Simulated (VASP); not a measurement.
# GaP (R-3m) in VASP: a series of runs

GaP is run at these levels: PBEsol; tasks: single point.

Everything below comes from runs of VASP 6.6.1. Logs are shortened: lines on timing, memory, paths and dates and some standing lists are left out, and cuts for length are marked.

## Step 1: The cell of the first run

It takes space group R-3m (No. 166, trigonal). The conventional cell has a = 3.886 Å, b = 3.886 Å, c = 19.292 Å, α = 90.00°, β = 90.00°, γ = 120.00°. Within 3.2 Å of Ga (site symmetry 3m) lie 3 P at 2.40 Å and 1 Ga at 2.49 Å. Within 2.9 Å of P (site symmetry 3m) lie 1 P at 2.21 Å and 3 Ga at 2.40 Å.

## Step 2: Single point, PBEsol

INCAR reads:

```
SYSTEM = GaP
ALGO = Normal
EDIFF = 1E-7
ENCUT = 520
GGA = PS
ISIF = 2
ISMEAR = 0
LASPH = .TRUE.
LCHARG = .TRUE.
LELF = .TRUE.
LREAL = .FALSE.
LVHAR = .TRUE.
LWAVE = .FALSE.
NBANDS = 26
NELM = 60
PREC = Accurate
SIGMA = 0.01
```

KPOINTS reads:

```
k-points
0
G
  6 6 6
  0 0 0
```

POSCAR reads:

```
GaP
1.0
    1.9430151800      1.1218003300      6.4308101000
   -1.9430151800      1.1218003300      6.4308101000
    0.0000000000     -2.2436006700      6.4308101000
Ga P
2 2
Direct
    0.4353720004      0.4353720004      0.4353719985
    0.5646280011      0.5646280011      0.5646279986
    0.0573890000      0.0573890000      0.0573889997
    0.9426110015      0.9426110015      0.9426109973
```

Potentials or basis: VASP PAW PBE potentials, release 64 (Ga_d, P).

The run is started by

```console
$ cat potpaw_PBE.64/Ga_d/POTCAR potpaw_PBE.64/P/POTCAR > POTCAR
$ mpirun -np 1 vasp_std > vasp.out
```

OUTCAR:

```text
SYSTEM = GaP
   EDIFF = 1E-7
   ENCUT = 520
   GGA = PS
   ISIF = 2
   ISMEAR = 0
   LASPH = .TRUE.
   LREAL = .FALSE.
   NELM = 60
   PREC = Accurate

 ion  position               nearest neighbor table
   1  0.435  0.435  0.435-   3 2.40   3 2.40   3 2.40   2 2.49
   2  0.565  0.565  0.565-   4 2.40   4 2.40   4 2.40   1 2.49
   3  0.057  0.057  0.057-   4 2.21   1 2.40   1 2.40   1 2.40
   4  0.943  0.943  0.943-   3 2.21   2 2.40   2 2.40   2 2.40

  LATTYP: Found a trigonal (rhomboedric) cell.
 ALAT       =     6.8109516598
 COS(alpha) =     0.8372328404

  Lattice vectors:

 A1 = (   1.9430151800,   1.1218003300,   6.4308101000)
 A2 = (  -1.9430151800,   1.1218003300,   6.4308101000)
 A3 = (   0.0000000000,  -2.2436006700,   6.4308101000)

Analysis of symmetry for initial positions (statically):
=====================================================================
 Subroutine PRICEL returns:
 Original cell was already a primitive cell.

 Routine SETGRP: Setting up the symmetry group for a
 trigonal (rhombohedral) supercell.

 Subroutine GETGRP returns: Found 12 space group operations
 (whereof 12 operations were pure point group operations)
 out of a pool of 12 trial point group operations.

The static configuration has the point symmetry D_3d.

Analysis of symmetry for dynamics (positions and initial velocities):
=====================================================================
 Subroutine PRICEL returns:
 Original cell was already a primitive cell.

 Routine SETGRP: Setting up the symmetry group for a
 trigonal (rhombohedral) supercell.

 Subroutine GETGRP returns: Found 12 space group operations
 (whereof 12 operations were pure point group operations)
 out of a pool of 12 trial point group operations.

The dynamic configuration has the point symmetry D_3d.

 Subroutine INISYM returns: Found 12 space group operations
 (whereof 12 operations are pure point group operations),
 and found     1 'primitive' translations

----------------------------------------------------------------------------------------

                                     Primitive cell

  volume of cell :      84.1025

  direct lattice vectors                    reciprocal lattice vectors
     1.943015180  1.121800330  6.430810100     0.257332009  0.148570705  0.051833801
    -1.943015180  1.121800330  6.430810100    -0.257332009  0.148570705  0.051833801
     0.000000000 -2.243600670  6.430810100     0.000000000 -0.297141410  0.051833801

  length of vectors
     6.810951660  6.810951660  6.810951660     0.301628514  0.301628514  0.301628515

  position of ions in fractional coordinates (direct lattice)
     0.435372000  0.435372000  0.435371999
     0.564628001  0.564628001  0.564627999
     0.057389000  0.057389000  0.057389000
     0.942611001  0.942611001  0.942610997

  ion indices of the primitive-cell ions
   primitive index   ion index
                 1           1
                 2           2
                 3           3
                 4           4

----------------------------------------------------------------------------------------

 KPOINTS: k-points

Automatic generation of k-mesh.
 Grid dimensions read from file:
 generate k-points for:    6    6    6

 Generating k-lattice:

  Cartesian coordinates                     Fractional coordinates (reciprocal lattice)
     0.042888668  0.024761784  0.008638967     0.166666667  0.000000000  0.000000000
    -0.042888668  0.024761784  0.008638967     0.000000000  0.166666667  0.000000000
     0.000000000 -0.049523568  0.008638967     0.000000000  0.000000000  0.166666667

  Length of vectors
     0.050271419  0.050271419  0.050271419

  Shift w.r.t. Gamma in fractional coordinates (k-lattice)
     0.000000000  0.000000000  0.000000000

 Subroutine IBZKPT returns following result:
 ===========================================

 Found     32 irreducible k-points:

 Following reciprocal coordinates:
            Coordinates               Weight
  0.000000  0.000000  0.000000      1.000000
  0.166667  0.000000  0.000000      6.000000
  0.333333 -0.000000  0.000000      6.000000
  0.500000  0.000000  0.000000      3.000000
  0.166667  0.166667 -0.000000      6.000000
  0.333333  0.166667  0.000000     12.000000
[... 16 lines left out ...]
  0.500000  0.500000  0.166667      6.000000
 -0.333333  0.500000  0.166667     12.000000
 [... further k-points ...]
   k-points           NKPTS =     32   k-points in BZ     NKDIM =     32   number of bands    NBANDS=     26
   number of dos      NEDOS =    301   number of ions     NIONS =      4
   total plane-waves  NPLWV = 157464
   dimension x,y,z NGX =    54 NGY =   54 NGZ =   54
   dimension x,y,z NGXF=   108 NGYF=  108 NGZF=  108
   ions per type =               2   2
   NGX,Y,Z   is equivalent  to a cutoff of  13.18, 13.18, 13.18 a.u.
   NGXF,Y,Z  is equivalent  to a cutoff of  26.36, 26.36, 26.36 a.u.
 SYSTEM =  GaP
   PREC   = accura    normal or accurate (medium, high low for compatibility)
   ISTART =      0    job   : 0-new  1-cont  2-samecut
   ICHARG =      2    charge: 1-file 2-atom 10-const
   ISPIN  =      1    spin polarized calculation?
   LNONCOLLINEAR =      F non collinear calculations
   LSORBIT =      F    spin-orbit coupling
   LASPH  =      T    aspherical Exc in radial PAW
   ENCUT  =  520.0 eV  38.22 Ry    6.18 a.u.  12.66 12.66 12.66*2*pi/ulx,y,z
   NELM   =     60;   NELMIN=  2; NELMDL= -5     # of ELM steps
   EDIFF  = 0.1E-06   stopping-criterion for ELM
   LREAL  =      F    real-space projection
   EDIFFG = 0.1E-05   stopping-criterion for IOM
   NSW    =      0    number of steps for IOM
   IBRION =     -1    ionic relax: 0-MD 1-quasi-New 2-CG
   NFREE  =      0    steps in history (QN), initial steepest desc. (CG)
   ISIF   =      2    stress and relaxation
   ISYM   =      2    0-nonsym 1-usesym 2-fastsym
   POTIM  = 0.5000    time-step for ionic-motion
   TEBEG  =    0.0;   TEEND  =   0.0 temperature during run
   PSTRESS=    0.0 pullay stress
   NELECT =      36.0000    total number of electrons
   NUPDOWN=      -1.0000    fix difference up-down
   EMIN   =  10.00;   EMAX   =-10.00  energy-range for DOS
   EFERMI =   0.00;   METHOD = LEGACY
   ISMEAR =     0;   SIGMA  =   0.01  broadening in eV -4-tet -1-fermi 0-gaus
   EFERMI_NEDOS =   21; number of points for ismear=-14 and -15
   IALGO  =     38    algorithm
   IMIX   =      4    mixing-type and parameters
     AMIX     =   0.40;   BMIX     =  1.00
     AMIX_MAG =   1.60;   BMIX_MAG =  1.00
  volume/ion in A,a.u.               =      21.03       141.89
  Fermi-wavevector in a.u.,A,eV,Ry     =   1.233785  2.331515 20.711129  1.522225
  Thomas-Fermi vector in A             =   2.368501
   LORBIT       =      0    0 simple, 1 ext, 2 COOP (PROOUT), +10 PAW based schemes
   GGA     = PS    functional components
   LHFCALC =     F    Hartree Fock is set to
   AEXX    =    0.0000 exact exchange contribution
   IVDW    =     0    specifies the selected vdW correction
   LEPSILON=     F    determine dielectric tensor
   LRPA    =     F    only Hartree local field effects (RPA)
 non-spin polarized calculation
 Gauss-broadening in eV      SIGMA  =   0.01
  energy-cutoff  :      520.00
  volume of cell :       84.10
 maximum number of plane-waves:      2282
 NGX is ok and might be reduce to    54
   NGX = 25   NGY = 25   NGZ = 25

 number of electron      36.0000008 magnetization

 Free energy of the ion-electron system (eV)
  ---------------------------------------------------
  ext. energy  EPLUGINS =         0.00000000
  ---------------------------------------------------
  free energy    TOTEN  =       -19.28557249 eV

  energy without entropy =      -19.28557249  energy(sigma->0) =      -19.28557249

 E-fermi :   4.6126     XC(G=0):  -9.8523

 val. band max:        4.5322685764   @ k =   0.0000   0.0000   0.0000
 cond. band min:       5.2716345407   @ k =   0.5000   0.5000   0.0000
 fundamental gap:      0.7393659642
 Fermi energy:         4.6125925132

 k-point     1 :       0.0000    0.0000    0.0000
  band No.  band energies     occupation
      1     -10.2189      2.00000
      2     -10.0911      2.00000
      3     -10.0911      2.00000
      4     -10.0770      2.00000
      5     -10.0770      2.00000
      6     -10.0251      2.00000
[... 18 lines left out ...]
     25       8.8660      0.00000
     26      12.3862      0.00000

 k-point     2 :       0.1667    0.0000    0.0000
  band No.  band energies     occupation
      1     -10.2134      2.00000
      2     -10.1220      2.00000
      3     -10.0918      2.00000
      4     -10.0883      2.00000
      5     -10.0659      2.00000
      6     -10.0299      2.00000
[... 18 lines left out ...]
     25       9.7643      0.00000
     26      12.0862      0.00000

 k-point     3 :       0.3333   -0.0000    0.0000
  band No.  band energies     occupation
      1     -10.2057      2.00000
      2     -10.1717      2.00000
      3     -10.1143      2.00000
      4     -10.0848      2.00000
      5     -10.0439      2.00000
      6     -10.0403      2.00000
[... 18 lines left out ...]
     25      11.2934      0.00000
     26      11.5319      0.00000

 k-point     4 :       0.5000    0.0000    0.0000
  band No.  band energies     occupation
      1     -10.2043      2.00000
      2     -10.1921      2.00000
      3     -10.1223      2.00000
      4     -10.0840      2.00000
      5     -10.0458      2.00000
      6     -10.0329      2.00000
[... 18 lines left out ...]
     25      10.9185      0.00000
     26      11.1690      0.00000
[... 496 lines left out ...]
      1     -10.2027      2.00000
      2     -10.1729      2.00000
      3     -10.1314      2.00000
      4     -10.0844      2.00000
      5     -10.0553      2.00000
      6     -10.0255      2.00000
[... 18 lines left out ...]
     25      11.5911      0.00000
     26      12.0597      0.00000

 k-point    23 :       0.5000    0.5000    0.1667
  band No.  band energies     occupation
      1     -10.2016      2.00000
      2     -10.1548      2.00000
      3     -10.1271      2.00000
      4     -10.0886      2.00000
      5     -10.0436      2.00000
      6     -10.0410      2.00000
[... 18 lines left out ...]
     25      12.1328      0.00000
     26      12.5998      0.00000

 k-point    24 :      -0.3333    0.5000    0.1667
  band No.  band energies     occupation
      1     -10.1946      2.00000
      2     -10.1741      2.00000
      3     -10.1351      2.00000
      4     -10.0848      2.00000
      5     -10.0560      2.00000
      6     -10.0256      2.00000
[... 18 lines left out ...]
     25      12.2185      0.00000
     26      12.3165      0.00000

 [... further k-points ...]
[... 5 lines left out ...]
  --------------------------------------------------------------------------------------
  -------------------------------------------------------------------------------------
  Total       -1.5357477     -1.5357477     -1.4007402     -0.0000000      0.0000000      0.0000000
  in kB      -29.2564594    -29.2564592    -26.6845260     -0.0000000      0.0000000      0.0000000
  external PRESSURE =     -28.3991482 kB  Pullay stress =       0.0000000 kB

 VOLUME and BASIS-vectors are now :
 -----------------------------------------------------------------------------
  energy-cutoff  :      520.00
  volume of cell :       84.10
      direct lattice vectors                 reciprocal lattice vectors
     1.943015180  1.121800330  6.430810100     0.257332009  0.148570705  0.051833801
    -1.943015180  1.121800330  6.430810100    -0.257332009  0.148570705  0.051833801
     0.000000000 -2.243600670  6.430810100     0.000000000 -0.297141410  0.051833801

 POSITION                                       TOTAL-FORCE (eV/Angst)
 -----------------------------------------------------------------------------------
      0.00000     -0.00000      8.39938         0.000000     -0.000000      0.041263
      0.00000     -0.00000     10.89305         0.000000      0.000000     -0.041263
      0.00000      0.00000      1.10717         0.000000     -0.000000      0.090150
      0.00000     -0.00000     18.18526         0.000000      0.000000     -0.090150
 -----------------------------------------------------------------------------------
    total drift:                                0.000000     -0.000005     -0.000000

  FREE ENERGIE OF THE ION-ELECTRON SYSTEM (eV)
  ---------------------------------------------------
  free  energy   TOTEN  =       -19.2855724928 eV

  energy  without entropy=      -19.2855724928  energy(sigma->0) =      -19.28557249
```

Wall time 4.3 min (1 thread of Intel Xeon Platinum 8488C (Sapphire Rapids), shared host); peak memory 0.4 GiB.

Results:

* Free energy: -19.2856 eV
* Pressure: -2.8 GPa
* Largest force: 0.090 eV/Å
* Band gap on the k mesh: 0.74 eV, indirect (least direct gap 1.02 eV)

Forces on the atoms (eV/Å):
```
Ga   0.000  0.000  0.041
Ga   0.000  0.000 -0.041
P    0.000  0.000  0.090
P    0.000  0.000 -0.090
```

Stress tensor (GPa, compression positive):
```
-2.93  0.00  0.00
 0.00 -2.93  0.00
 0.00  0.00 -2.67
```

Caveat: the PAW data sets were made with another functional, which shifts forces and pressure a little. A k mesh can miss the band edges.

## Step 3: Single point, PBEsol

INCAR reads:

```
ALGO = Normal ; EDIFF = 1E-7
ENCUT = 520 ; GGA = PS
ISIF = 2 ; ISMEAR = 0
LASPH = True ; LCHARG = False
LREAL = False ; LWAVE = False
NBANDS = 26 ; NELM = 60
PREC = Accurate ; SIGMA = 0.01
```

KPOINTS reads:

```
k-points
0
Gamma
  8 8 8
```

POSCAR is that of step 2.

Potentials or basis: VASP PAW PBE potentials, release 64 (Ga_d, P).

The run is started by

```console
$ cat potpaw_PBE.64/Ga_d/POTCAR potpaw_PBE.64/P/POTCAR > POTCAR
$ mpirun -np 1 vasp_std > vasp.out
```

OUTCAR:

```text
EDIFF = 1E-7
   ENCUT = 520
   GGA = PS
   ISIF = 2
   ISMEAR = 0
   LASPH = True
   LREAL = False
   NELM = 60
   PREC = Accurate

 ion  position               nearest neighbor table
   1  0.435  0.435  0.435-   3 2.40   3 2.40   3 2.40   2 2.49
   2  0.565  0.565  0.565-   4 2.40   4 2.40   4 2.40   1 2.49
   3  0.057  0.057  0.057-   4 2.21   1 2.40   1 2.40   1 2.40
   4  0.943  0.943  0.943-   3 2.21   2 2.40   2 2.40   2 2.40

  LATTYP: Found a trigonal (rhomboedric) cell.
 ALAT       =     6.8109516598
 COS(alpha) =     0.8372328404

  Lattice vectors:

 A1 = (   1.9430151800,   1.1218003300,   6.4308101000)
 A2 = (  -1.9430151800,   1.1218003300,   6.4308101000)
 A3 = (   0.0000000000,  -2.2436006700,   6.4308101000)

Analysis of symmetry for initial positions (statically):
=====================================================================
 Subroutine PRICEL returns:
 Original cell was already a primitive cell.

 Routine SETGRP: Setting up the symmetry group for a
 trigonal (rhombohedral) supercell.

 Subroutine GETGRP returns: Found 12 space group operations
 (whereof 12 operations were pure point group operations)
 out of a pool of 12 trial point group operations.

The static configuration has the point symmetry D_3d.

Analysis of symmetry for dynamics (positions and initial velocities):
=====================================================================
 Subroutine PRICEL returns:
 Original cell was already a primitive cell.

 Routine SETGRP: Setting up the symmetry group for a
 trigonal (rhombohedral) supercell.

 Subroutine GETGRP returns: Found 12 space group operations
 (whereof 12 operations were pure point group operations)
 out of a pool of 12 trial point group operations.

[... 114 lines left out ...]
   PSTRESS=    0.0 pullay stress
   NELECT =      36.0000    total number of electrons
   NUPDOWN=      -1.0000    fix difference up-down
   EMIN   =  10.00;   EMAX   =-10.00  energy-range for DOS
   EFERMI =   0.00;   METHOD = LEGACY
   ISMEAR =     0;   SIGMA  =   0.01  broadening in eV -4-tet -1-fermi 0-gaus
   EFERMI_NEDOS =   21; number of points for ismear=-14 and -15
   IALGO  =     38    algorithm
   IMIX   =      4    mixing-type and parameters
     AMIX     =   0.40;   BMIX     =  1.00
     AMIX_MAG =   1.60;   BMIX_MAG =  1.00
  volume/ion in A,a.u.               =      21.03       141.89
  Fermi-wavevector in a.u.,A,eV,Ry     =   1.233785  2.331515 20.711129  1.522225
  Thomas-Fermi vector in A             =   2.368501
   LORBIT       =      0    0 simple, 1 ext, 2 COOP (PROOUT), +10 PAW based schemes
   GGA     = PS    functional components
   LHFCALC =     F    Hartree Fock is set to
   AEXX    =    0.0000 exact exchange contribution
   IVDW    =     0    specifies the selected vdW correction
   LEPSILON=     F    determine dielectric tensor
   LRPA    =     F    only Hartree local field effects (RPA)
 non-spin polarized calculation
 Gauss-broadening in eV      SIGMA  =   0.01
  energy-cutoff  :      520.00
  volume of cell :       84.10
 maximum number of plane-waves:      2280
 NGX is ok and might be reduce to    54
   NGX = 25   NGY = 25   NGZ = 25

 number of electron      36.0000008 magnetization

 Free energy of the ion-electron system (eV)
  ---------------------------------------------------
  ext. energy  EPLUGINS =         0.00000000
  ---------------------------------------------------
  free energy    TOTEN  =       -19.30006254 eV

  energy without entropy =      -19.30006254  energy(sigma->0) =      -19.30006254

 E-fermi :   4.6329     XC(G=0):  -9.8537

 val. band max:        4.5282831514   @ k =   0.0000   0.0000   0.0000
 cond. band min:       5.2697240681   @ k =   0.5000   0.5000   0.0000
 fundamental gap:      0.7414409167
 Fermi energy:         4.6329168286

 k-point     1 :       0.0000    0.0000    0.0000
  band No.  band energies     occupation
      1     -10.2176      2.00000
      2     -10.0902      2.00000
      3     -10.0902      2.00000
      4     -10.0764      2.00000
      5     -10.0764      2.00000
      6     -10.0242      2.00000
[... 685 lines left out ...]
     25      10.3033      0.00000
     26      11.4724      0.00000

 [... further k-points ...]
[... 5 lines left out ...]
  --------------------------------------------------------------------------------------
  -------------------------------------------------------------------------------------
  Total       -1.5592945     -1.5592945     -1.3710817      0.0000000      0.0000000      0.0000000
  in kB      -29.7050326    -29.7050324    -26.1195225      0.0000000      0.0000000      0.0000000
  external PRESSURE =     -28.5098625 kB  Pullay stress =       0.0000000 kB

 VOLUME and BASIS-vectors are now :
 -----------------------------------------------------------------------------
  energy-cutoff  :      520.00
  volume of cell :       84.10
      direct lattice vectors                 reciprocal lattice vectors
     1.943015180  1.121800330  6.430810100     0.257332009  0.148570705  0.051833801
    -1.943015180  1.121800330  6.430810100    -0.257332009  0.148570705  0.051833801
     0.000000000 -2.243600670  6.430810100     0.000000000 -0.297141410  0.051833801

 POSITION                                       TOTAL-FORCE (eV/Angst)
 -----------------------------------------------------------------------------------
      0.00000     -0.00000      8.39938         0.000000     -0.000000      0.045775
      0.00000     -0.00000     10.89305         0.000000      0.000000     -0.045775
      0.00000      0.00000      1.10717         0.000000     -0.000000      0.086652
      0.00000     -0.00000     18.18526         0.000000      0.000000     -0.086652
 -----------------------------------------------------------------------------------
    total drift:                                0.000000     -0.000005     -0.000000

  FREE ENERGIE OF THE ION-ELECTRON SYSTEM (eV)
  ---------------------------------------------------
  free  energy   TOTEN  =       -19.3000625392 eV

  energy  without entropy=      -19.3000625392  energy(sigma->0) =      -19.30006254
```

Run time: 5.3 min. Hardware: 1 thread of Intel Xeon Platinum 8488C (Sapphire Rapids), shared host; peak memory 0.45 GiB.

What came out:

```yaml
Free_energy: -19.3001 eV
Pressure: -2.9 GPa
Largest_force: 0.087 eV/Å
Band_gap_on_the_k_mesh: 0.74 eV, indirect (least direct gap 1.03 eV)
```

Forces in eV/Å, atoms in the order of the input:
```
Ga   0.000  0.000  0.046
Ga   0.000  0.000 -0.046
P    0.000  0.000  0.087
P    0.000  0.000 -0.087
```

Levels at points of the mesh, in eV from the valence-band top:
```csv
k point,band 16,band 17,band 18,band 19,band 20,band 21
"(0.00, 0.00, 0.00)",-0.26,0.00,0.00,1.03,1.45,2.70
"(0.50, 0.00, 0.00)",-2.85,-2.70,-1.75,1.53,2.62,3.57
"(0.50, 0.50, 0.00)",-3.11,-1.22,-0.51,0.74,1.38,1.45
"(0.50, 0.50, 0.50)",-1.71,-0.25,-0.25,1.03,2.30,3.80
```

Caveat: the PAW data sets were made with another functional, which shifts forces and pressure a little.
